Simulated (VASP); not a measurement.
Here is a VASP 6.6.1 calculation.

File INCAR:

```
SYSTEM = SrO
ALGO = Normal
EDIFF = 1E-7
ENCUT = 520
GGA = PS
ISIF = 2
ISMEAR = 0
LASPH = .TRUE.
LCHARG = .FALSE.
LREAL = .FALSE.
LWAVE = .FALSE.
NBANDS = 15
NELM = 60
PREC = Accurate
SIGMA = 0.02
```

KPOINTS

```
k-points
0
G
  8 8 8
  0 0 0
```

File POSCAR:

```
SrO
1.0
    0.0000000000      2.5612507337      2.5612507337
    2.5612507337      0.0000000000      2.5612507337
    2.5612507337      2.5612507337      0.0000000000
Sr O
1 1
Direct
    0.5000000000      0.5000000000      0.5000000000
    0.0000000000      0.0000000000      0.0000000000
```

Potentials or basis: VASP PAW PBE potentials, release 64 (Sr_sv, O).

Run with:

```sh
$ cat potpaw_PBE.64/Sr_sv/POTCAR potpaw_PBE.64/O/POTCAR > POTCAR
$ mpirun -np 1 vasp_std > vasp.out
```

(1) Predict the band gap on the k mesh.

(2) Predict the pressure.

## Answers

(1) 3.15 eV (least direct gap 3.23 eV).

(2) 0.6 GPa.

Caveat: the PAW data sets were made with another functional, which shifts forces and pressure a little.
